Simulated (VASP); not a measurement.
Si62C (a cell with a defect), 63 atoms in the cell. The cell holds a defect, 63 atoms: a = 10.860 Å, b = 10.860 Å, c = 10.860 Å, α = 90.00°, β = 90.00°, γ = 90.00°. 

```yaml
Program: VASP 6.6.1
Task: single point
Functional: PBE
Potentials_or_basis: VASP PAW PBE potentials, release 64 (Si, C)
Cutoff: 520 eV
k_mesh: 1 × 1 × 1
Occupations: fermi-dirac, width 0.05 eV
Spin: no spin polarisation
Dipole_correction: no
Further_INCAR_settings: LREAL = Auto; ALGO = Normal; EDIFF = 1e-07; NBANDS = 163
```

Potentials or basis: VASP PAW PBE potentials, release 64 (Si, C).

Command:

```sh
$ cat potpaw_PBE.64/Si/POTCAR potpaw_PBE.64/C/POTCAR > POTCAR
$ mpirun -np 1 vasp_gam > vasp.out
```

Hardware: 1 thread of Intel Xeon 8259CL, on a shared host.

Task: Estimate the wall time of this run.

Result: It took 12 min on 1 thread of Intel Xeon 8259CL, with other jobs on the host, peak memory 1 GiB. Counts: scf iterations 17, k points 1.
